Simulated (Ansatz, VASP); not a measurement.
# One calculation of LiH, two programs

INCAR

```
SYSTEM = LiH
ALGO = Normal ; EDIFF = 1E-7
ENCUT = 520 ; GGA = PE
ISIF = 2 ; ISMEAR = -1
LASPH = .True. ; LCHARG = .False.
LREAL = .False. ; LWAVE = .False.
NBANDS = 9 ; NELM = 80
PREC = Accurate ; SIGMA = 0.03
```

KPOINTS

```
k-points
0
Gamma
  6 6 6
  0 0 0
```

File POSCAR:

```
LiH
1.0
    0.0000000000      2.0325000000      2.0325000000
    2.0325000000      0.0000000000      2.0325000000
    2.0325000000      2.0325000000      0.0000000000
Li H
1 1
Direct
    0.0000000000      0.0000000000      0.0000000000
    0.5000000000      0.5000000000      0.5000000000
```

Input for Ansatz:

```yaml
crystal:
  lattice:
    - [0.0, 2.0325, 2.0325]
    - [2.0325, 0.0, 2.0325]
    - [2.0325, 2.0325, 0.0]
  atoms:
    - { symbol: Li, position: [0.0, 0.0, 0.0] }
    - { symbol: H, position: [0.5, 0.5, 0.5] }
kpoints:
  mp_grid: { grid: [6, 6, 6] }
scf:
  occupations: { method: fermi_dirac, width: 0.03 }
hamiltonian:
  xc: pbe
  pseudopotentials: { kind: all_electron, lapw: { basis_error: 0.001 } }
output:
  forces: true
  stress: true
  eigenvalues: true
```

Alike in both runs: task single point; functional PBE; k mesh 6 × 6 × 6; occupations fermi-dirac, width 0.03 eV; no spin polarisation.

|  | VASP | Ansatz |
| --- | --- | --- |
| version | VASP 6.6.1 | Ansatz 0.2.0 |
| potentials or method | VASP PAW PBE potentials, release 64 (Li_sv, H), cutoff 520 eV | all-electron LAPW, scalar-relativistic |

```csv
,VASP,Ansatz,Ansatz less VASP
gap on the k mesh at the Fermi level (eV),3.01,3.01,+0.006
```

Ansatz ran all-electron here, and VASP with PAW potentials.

The k mesh is coarse, so the values compare programs but aren't converged. Noted on VASP's run: the cutoff is short for stress, so the pressure is rough.
